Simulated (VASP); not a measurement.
Set up this calculation in VASP 6.6.1, as the native input.

| Property | Result |
| --- | --- |
| Task | single point |
| Functional | r2SCAN |
| Potentials or basis | VASP PAW PBE potentials, release 64 (W_sv) |
| Cutoff | 520 eV |
| k mesh | 30 × 30 × 30 |
| Occupations | gaussian, width 0.15 eV |
| Spin | no spin polarisation |
| Dipole correction | no |
| Further INCAR settings | ALGO = Normal; EDIFF = 1e-07; NBANDS = 13 |

Crystal: W.

```
CELL_PARAMETERS angstrom
-1.67237 1.67237 1.42152
1.67237 -1.67237 1.42152
1.67237 1.67237 -1.42152
ATOMIC_POSITIONS crystal
W 0.00000 0.00000 0.00000
```

This cell differs from its parent crystal: ratio of the length along z to the lengths across it x 0.85, volume and fractional coordinates fixed.

One way to write it, as run:

POSCAR

```
W
1.0
   -1.6723714219      1.6723714219      1.4215157086
    1.6723714219     -1.6723714219      1.4215157086
    1.6723714219      1.6723714219     -1.4215157086
W
1
Direct
    0.0000000000      0.0000000000      0.0000000000
```

INCAR.step1

```
PREC = Accurate
ENCUT = 520
ISMEAR = 0
SIGMA = 0.15
LREAL = False
LASPH = True
NELM = 100
NBANDS = 13
GGA = PE
ALGO = Normal
EDIFF = 1E-4
LWAVE = True
LCHARG = False
LUSENCCL = False
```

INCAR.step2

```
PREC = Accurate
ENCUT = 520
EDIFF = 1E-7
ISMEAR = 0
SIGMA = 0.15
LREAL = False
LASPH = True
NELM = 100
ALGO = Normal
ISIF = 2
LWAVE = False
LCHARG = False
METAGGA = R2SCAN
LMIXTAU = True
NBANDS = 13
ISTART = 1
LUSENCCL = False
```

KPOINTS

```
Automatic mesh
0
Gamma
  30 30 30
```

Potentials or basis: VASP PAW PBE potentials, release 64 (W_sv).

Command:

```sh
$ cat potpaw_PBE.64/W_sv/POTCAR > POTCAR
$ cp INCAR.step1 INCAR
$ mpirun -np 1 vasp_std > vasp.out
$ cp INCAR.step2 INCAR
$ mpirun -np 1 vasp_std > vasp.out
```

It gave:

| Property | Result |
| --- | --- |
| Pressure | 5.7 GPa |
| Band gap on the k mesh | zero (bands 7 and 8 overlap by 6.90 eV) |

Caveat: the cell stands under pressure; the PAW data sets were made with another functional, which shifts forces and pressure a little; spin-orbit coupling is left out, which moves the levels of the heavy elements.

Wall time 16 min on 1 × NVIDIA H100 80GB with 1 thread of AMD EPYC 7R13 Processor (Zen 3) (shared host), peak memory 1.5 GiB.
